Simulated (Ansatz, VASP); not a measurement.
# CdF2 in VASP and in Ansatz

```
Cd F
1.0
     0.00000    2.69400    2.69400
     2.69400    0.00000    2.69400
     2.69400    2.69400    0.00000
Cd F
1 2
Direct
  0.00000 0.00000 0.00000
  0.25429 0.32163 0.13672
  0.75000 0.75000 0.75000
```

Change from the starting cell: one atom moved.

Alike in both runs: task single point; functional PBEsol; k mesh 8 × 8 × 8; occupations gaussian, width 0.02 eV; no spin polarisation.

```csv
,VASP,Ansatz
version,VASP 6.6.1,Ansatz 0.2.0
potentials or method,"VASP PAW PBE potentials, release 64 (Cd, F), cutoff 520 eV","scalar-relativistic, plane waves, PAW"
valence electrons in the cell,26,34
```

VASP gave:

```
gap on the k mesh at the Fermi level (eV)                     : 2.73
least direct gap on the mesh (eV)                             : 3.16
pressure (GPa)                                                : 4.3
traceless stress, the component that is largest in VASP (GPa) : 3.16
rms of the force components (eV/Å)                            : 0.634
```

Question: Estimate Ansatz's values.

Answer: gap on the k mesh at the Fermi level (eV): 2.77; least direct gap on the mesh (eV): 3.20; pressure (GPa): 3.3; traceless stress, the component that is largest in VASP (GPa): 2.66; rms of the force components (eV/Å): 0.601.

VASP's potentials were made for PBE, not for PBEsol. Atom by atom the forces differ by 0.039 eV/Å (rms over components). The functional is the same, so the differences come from potentials, cutoffs and numerics. VASP's potentials hold 26 valence electrons a cell and Ansatz's 34, so a difference there can come from the potentials and not from the codes.
